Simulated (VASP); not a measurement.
The system is SbPt.

```
Sb Pt
1.0
     4.19445    0.00000    0.00000
    -2.09722    3.63250    0.00000
     0.00000    0.00000    5.62165
Sb Pt
2 2
Direct
  0.33333 0.66667 0.25000
  0.66667 0.33333 0.75000
  0.00000 0.00000 0.00000
  0.00000 0.00000 0.50000
```

- Program: VASP 6.6.1
- Task: relaxation of cell and atoms
- Functional: r2SCAN
- Potentials or basis: VASP PAW PBE potentials, release 64 (Sb, Pt)
- Cutoff: 600 eV
- k mesh: 6 × 6 × 4
- Occupations: fermi-dirac, width 0.02 eV
- Spin: no spin polarisation

At the start: pressure -3.5 GPa; volume 21.41 Å³/atom.

Question: Where does the relaxation end?

Answer: Over 12 steps the energy falls by 6.2 meV/atom and the volume is 20.86 Å³/atom (-2.6 %); space group P6_3/mmc (No. 194, to 0.1 Å) before and after.

The path:
```csv
step,energy change (eV),largest force (eV/Å),pressure (GPa),volume (Å³)
1,0.0000,0.0000,-3.46,85.65
2,0.0439,0.0000,6.74,80.04
3,-0.0246,0.0000,-0.02,83.48
4,-0.0246,0.0000,0.05,83.44
5,-0.0247,0.0000,0.05,83.43
6,-0.0248,0.0000,0.04,83.43
7,-0.0247,0.0000,0.05,83.42
8,-0.0248,0.0000,0.05,83.43
9,-0.0248,0.0000,0.05,83.43
10,-0.0248,0.0000,0.04,83.43
11,-0.0247,0.0000,-0.06,83.49
12,-0.0248,0.0000,0.02,83.44
```

Final structure:
```
Sb Pt
1.0
     4.15383    0.00000    0.00000
    -2.07692    3.59732    0.00000
     0.00000    0.00000    5.58415
Sb Pt
2 2
Direct
  0.33333 0.66667 0.25000
  0.66667 0.33333 0.75000
  0.00000 0.00000 0.00000
  0.00000 0.00000 0.50000
```

Caveat: the PAW data sets were made with another functional, which shifts forces and pressure a little.
